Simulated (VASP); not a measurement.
# Au (P6_3/mmc) in VASP: single point with PBE

Aim: the single point of Au with PBE.

All numbers are computed with VASP 6.6.1; they aren't measurements. Logs are shortened: lines on timing, memory, paths and dates and some standing lists are left out, and cuts for length are marked.

## 1. The cell of the first run

Symmetry: P6_3/mmc, No. 194, hexagonal system. Conventional cell: a = 2.872 Å, b = 2.872 Å, c = 4.837 Å, α = 90.00°, β = 90.00°, γ = 120.00°. Within 3.8 Å of Au (site symmetry -6m2) lie 12 Au at 2.87 to 2.93 Å.

This isn't the form of Au at room conditions, which is fcc.

## 2. Single point, PBE (17.28 Å³/atom)

Contents of INCAR:

```
ALGO = Normal ; EDIFF = 1E-6
ENCUT = 520 ; GGA = PE
ISIF = 2 ; ISMEAR = -1
LASPH = True ; LCHARG = False
LREAL = False ; LWAVE = False
NBANDS = 18 ; NELM = 60
PREC = Accurate ; SIGMA = 0.05
```

Contents of KPOINTS:

```
k-points
0
Gamma
  15 15 8
```

Contents of POSCAR:

```
Au
1.0
    2.8718913840      0.0000000000      0.0000000000
   -1.4359456920      2.4871308954      0.0000000000
    0.0000000000      0.0000000000      4.8373231123
Au
2
Direct
    0.3333333333      0.6666666667      0.2500000000
    0.6666666667      0.3333333333      0.7500000000
```

Potentials or basis: VASP PAW PBE potentials, release 64 (Au).

The run is started by

```console
> cat potpaw_PBE.64/Au/POTCAR > POTCAR
> mpirun -np 1 vasp_std > vasp.out
```

OUTCAR:

```text
EDIFF = 1E-6
   ENCUT = 520
   GGA = PE
   ISIF = 2
   ISMEAR = -1
   LASPH = True
   LREAL = False
   NELM = 60
   PREC = Accurate

 ion  position               nearest neighbor table
   1  0.333  0.667  0.250-   2 2.93   2 2.93   2 2.93   2 2.93   2 2.93   2 2.93
   2  0.667  0.333  0.750-   1 2.93   1 2.93   1 2.93   1 2.93   1 2.93   1 2.93

  LATTYP: Found a hexagonal cell.
 ALAT       =     2.8718913840
 C/A-ratio  =     1.6843684059

  Lattice vectors:

 A1 = (   2.8718913840,   0.0000000000,   0.0000000000)
 A2 = (  -1.4359456920,   2.4871308954,   0.0000000000)
 A3 = (   0.0000000000,   0.0000000000,   4.8373231123)

Analysis of symmetry for initial positions (statically):
=====================================================================
 Subroutine PRICEL returns:
 Original cell was already a primitive cell.

 Routine SETGRP: Setting up the symmetry group for a
 hexagonal supercell.

 Subroutine GETGRP returns: Found 24 space group operations
 (whereof 12 operations were pure point group operations)
 out of a pool of 24 trial point group operations.

The static configuration has the point symmetry D_3d.
 The point group associated with its full space group is D_6h.

Analysis of symmetry for dynamics (positions and initial velocities):
=====================================================================
 Subroutine PRICEL returns:
 Original cell was already a primitive cell.

 Routine SETGRP: Setting up the symmetry group for a
 hexagonal supercell.

 Subroutine GETGRP returns: Found 24 space group operations
 (whereof 12 operations were pure point group operations)
 out of a pool of 24 trial point group operations.

The dynamic configuration has the point symmetry D_3d.
 The point group associated with its full space group is D_6h.

 Subroutine INISYM returns: Found 24 space group operations
 (whereof 12 operations are pure point group operations),
 and found     1 'primitive' translations

----------------------------------------------------------------------------------------

                                     Primitive cell

  volume of cell :      34.5519

  direct lattice vectors                    reciprocal lattice vectors
     2.871891384  0.000000000  0.000000000     0.348202584  0.201034855  0.000000000
    -1.435945692  2.487130895  0.000000000     0.000000000  0.402069711  0.000000000
     0.000000000  0.000000000  4.837323112     0.000000000  0.000000000  0.206725905

  length of vectors
     2.871891384  2.871891384  4.837323112     0.402069711  0.402069711  0.206725905

  position of ions in fractional coordinates (direct lattice)
     0.333333333  0.666666667  0.250000000
     0.666666667  0.333333333  0.750000000

  ion indices of the primitive-cell ions
   primitive index   ion index
                 1           1
                 2           2

----------------------------------------------------------------------------------------

 KPOINTS: k-points

Automatic generation of k-mesh.
 Grid dimensions read from file:
 generate k-points for:   15   15    8

 Generating k-lattice:

  Cartesian coordinates                     Fractional coordinates (reciprocal lattice)
     0.023213506  0.013402324  0.000000000     0.066666667  0.000000000  0.000000000
     0.000000000  0.026804647  0.000000000     0.000000000  0.066666667  0.000000000
     0.000000000  0.000000000  0.025840738     0.000000000  0.000000000  0.125000000

  Length of vectors
     0.026804647  0.026804647  0.025840738

  Shift w.r.t. Gamma in fractional coordinates (k-lattice)
     0.000000000  0.000000000  0.000000000

 Subroutine IBZKPT returns following result:
 ===========================================

 Found    135 irreducible k-points:

 Following reciprocal coordinates:
            Coordinates               Weight
  0.000000  0.000000  0.000000      1.000000
  0.066667  0.000000  0.000000      6.000000
  0.133333 -0.000000  0.000000      6.000000
  0.200000 -0.000000  0.000000      6.000000
  0.266667 -0.000000  0.000000      6.000000
  0.333333 -0.000000  0.000000      6.000000
[... 16 lines left out ...]
  0.333333  0.200000  0.000000     12.000000
  0.400000  0.200000  0.000000      6.000000
 [... further k-points ...]
   k-points           NKPTS =    135   k-points in BZ     NKDIM =    135   number of bands    NBANDS=     18
   number of dos      NEDOS =    301   number of ions     NIONS =      2
   total plane-waves  NPLWV =  20736
   dimension x,y,z NGX =    24 NGY =   24 NGZ =   36
   dimension x,y,z NGXF=    48 NGYF=   48 NGZF=   72
   ions per type =               2
   NGX,Y,Z   is equivalent  to a cutoff of  13.89, 13.89, 12.37 a.u.
   NGXF,Y,Z  is equivalent  to a cutoff of  27.79, 27.79, 24.74 a.u.
 SYSTEM =  unknown system
   PREC   = accura    normal or accurate (medium, high low for compatibility)
   ISTART =      0    job   : 0-new  1-cont  2-samecut
   ICHARG =      2    charge: 1-file 2-atom 10-const
   ISPIN  =      1    spin polarized calculation?
   LNONCOLLINEAR =      F non collinear calculations
   LSORBIT =      F    spin-orbit coupling
   LASPH  =      T    aspherical Exc in radial PAW
   ENCUT  =  520.0 eV  38.22 Ry    6.18 a.u.   5.34  5.34  8.99*2*pi/ulx,y,z
   NELM   =     60;   NELMIN=  2; NELMDL= -5     # of ELM steps
   EDIFF  = 0.1E-05   stopping-criterion for ELM
   LREAL  =      F    real-space projection
   EDIFFG = 0.1E-04   stopping-criterion for IOM
   NSW    =      0    number of steps for IOM
   IBRION =     -1    ionic relax: 0-MD 1-quasi-New 2-CG
   NFREE  =      0    steps in history (QN), initial steepest desc. (CG)
   ISIF   =      2    stress and relaxation
   ISYM   =      2    0-nonsym 1-usesym 2-fastsym
   POTIM  = 0.5000    time-step for ionic-motion
   TEBEG  =    0.0;   TEEND  =   0.0 temperature during run
   PSTRESS=    0.0 pullay stress
   NELECT =      22.0000    total number of electrons
   NUPDOWN=      -1.0000    fix difference up-down
   EMIN   =  10.00;   EMAX   =-10.00  energy-range for DOS
   EFERMI =   0.00;   METHOD = LEGACY
   ISMEAR =    -1;   SIGMA  =   0.05  broadening in eV -4-tet -1-fermi 0-gaus
   EFERMI_NEDOS =   21; number of points for ismear=-14 and -15
   IALGO  =     38    algorithm
   IMIX   =      4    mixing-type and parameters
     AMIX     =   0.40;   BMIX     =  1.00
     AMIX_MAG =   1.60;   BMIX_MAG =  1.00
  volume/ion in A,a.u.               =      17.28       116.58
  Fermi-wavevector in a.u.,A,eV,Ry     =   1.408397  2.661485 26.988279  1.983583
  Thomas-Fermi vector in A             =   2.530559
   LORBIT       =      0    0 simple, 1 ext, 2 COOP (PROOUT), +10 PAW based schemes
   GGA     = PE    functional components
   LHFCALC =     F    Hartree Fock is set to
   AEXX    =    0.0000 exact exchange contribution
   IVDW    =     0    specifies the selected vdW correction
   LEPSILON=     F    determine dielectric tensor
   LRPA    =     F    only Hartree local field effects (RPA)
 non-spin polarized calculation
  energy-cutoff  :      520.00
  volume of cell :       34.55
 maximum number of plane-waves:       953
 NGX is ok and might be reduce to    24
   NGX = 11   NGY = 11   NGZ = 17

 number of electron      22.0000003 magnetization

 Free energy of the ion-electron system (eV)
  ---------------------------------------------------
  ext. energy  EPLUGINS =         0.00000000
  ---------------------------------------------------
  free energy    TOTEN  =        -6.41253209 eV

  energy without entropy =       -6.40841307  energy(sigma->0) =       -6.41047258

 E-fermi :   9.2655     XC(G=0): -12.6342

 val. band max:        9.1375083653   @ k =   0.4667  -0.0000   0.0000
 cond. band min:       9.2841066833   @ k =   0.2667   0.1333   0.3750
 fundamental gap:      0.1465983180
 Fermi energy:         9.2655042649

 k-point     1 :       0.0000    0.0000    0.0000
  band No.  band energies     occupation
      1      -0.4657      2.00000
      2       1.9604      2.00000
      3       4.4368      2.00000
      4       4.7264      2.00000
      5       4.7264      2.00000
      6       5.0274      2.00000
[... 10 lines left out ...]
     17      27.6766      0.00000
     18      27.6766      0.00000

 k-point     2 :       0.0667    0.0000    0.0000
  band No.  band energies     occupation
      1      -0.3254      2.00000
      2       2.0770      2.00000
      3       4.3933      2.00000
      4       4.7599      2.00000
      5       4.8196      2.00000
      6       4.9778      2.00000
[... 10 lines left out ...]
     17      26.9166      0.00000
     18      27.0972      0.00000

 k-point     3 :       0.1333   -0.0000    0.0000
  band No.  band energies     occupation
      1       0.0819      2.00000
      2       2.3930      2.00000
      3       4.2557      2.00000
      4       4.7798      2.00000
      5       4.9823      2.00000
      6       5.0912      2.00000
[... 10 lines left out ...]
     17      25.5837      0.00000
     18      27.2820      0.00000

 k-point     4 :       0.2000   -0.0000    0.0000
  band No.  band energies     occupation
      1       0.7082      2.00000
      2       2.7668      2.00000
      3       4.1504      2.00000
      4       4.5788      2.00000
      5       4.6222      2.00000
      6       5.3035      2.00000
[... 375 lines left out ...]
      4       4.0343      2.00000
      5       4.5017      2.00000
      6       5.0356      2.00000
[... 10 lines left out ...]
     17      22.8080      0.00000
     18      23.5415      0.00000

 k-point    23 :       0.3333    0.2000    0.0000
  band No.  band energies     occupation
      1       3.1816      2.00000
      2       3.1847      2.00000
      3       3.2713      2.00000
      4       4.5157      2.00000
      5       4.5181      2.00000
      6       4.9071      2.00000
[... 10 lines left out ...]
     17      21.6540      0.00000
     18      23.0137      0.00000

 k-point    24 :       0.4000    0.2000    0.0000
  band No.  band energies     occupation
      1       3.1284      2.00000
      2       3.2040      2.00000
      3       3.2335      2.00000
      4       4.5620      2.00000
      5       4.7336      2.00000
      6       4.7898      2.00000
[... 10 lines left out ...]
     17      21.0179      0.00000
     18      22.7604      0.00000

 [... further k-points ...]

------------------------ aborting loop because EDIFF is reached ----------------------------------------

  FORCE on cell =-STRESS in cart. coord.  units (eV):
  Direction    XX          YY          ZZ          XY          YZ          ZX
  --------------------------------------------------------------------------------------
  -------------------------------------------------------------------------------------
  Total        1.3578016      1.3578016      1.2446390      0.0000000      0.0000000      0.0000000
  in kB       62.9615097     62.9615097     57.7141391      0.0000000      0.0000000      0.0000000
  external PRESSURE =      61.2123862 kB  Pullay stress =       0.0000000 kB

 VOLUME and BASIS-vectors are now :
 -----------------------------------------------------------------------------
  energy-cutoff  :      520.00
  volume of cell :       34.55
      direct lattice vectors                 reciprocal lattice vectors
     2.871891384  0.000000000  0.000000000     0.348202584  0.201034855  0.000000000
    -1.435945692  2.487130895  0.000000000     0.000000000  0.402069711  0.000000000
     0.000000000  0.000000000  4.837323112     0.000000000  0.000000000  0.206725905

 POSITION                                       TOTAL-FORCE (eV/Angst)
 -----------------------------------------------------------------------------------
     -0.00000      1.65809      1.20933         0.000000     -0.000000      0.000000
      1.43595      0.82904      3.62799        -0.000000      0.000000      0.000000
 -----------------------------------------------------------------------------------
    total drift:                                0.000000     -0.000000      0.000000

  FREE ENERGIE OF THE ION-ELECTRON SYSTEM (eV)
  ---------------------------------------------------
  free  energy   TOTEN  =        -6.4125320903 eV

  energy  without entropy=       -6.4084130680  energy(sigma->0) =       -6.41047258
```

It took 76 s on 1 thread of AMD EPYC 7R13, shared host; peak memory 0.17 GiB.

Results:

```
Free energy            : -6.4125 eV
Pressure               : 6.1 GPa
Band gap on the k mesh : zero (bands 11 and 12 overlap by 6.89 eV)
```

Stress tensor (GPa, compression positive):
```
6.30 0.00 0.00
0.00 6.30 0.00
0.00 0.00 5.77
```

Caveat: the cell stands under pressure; spin-orbit coupling is left out, which moves the levels of the heavy elements.
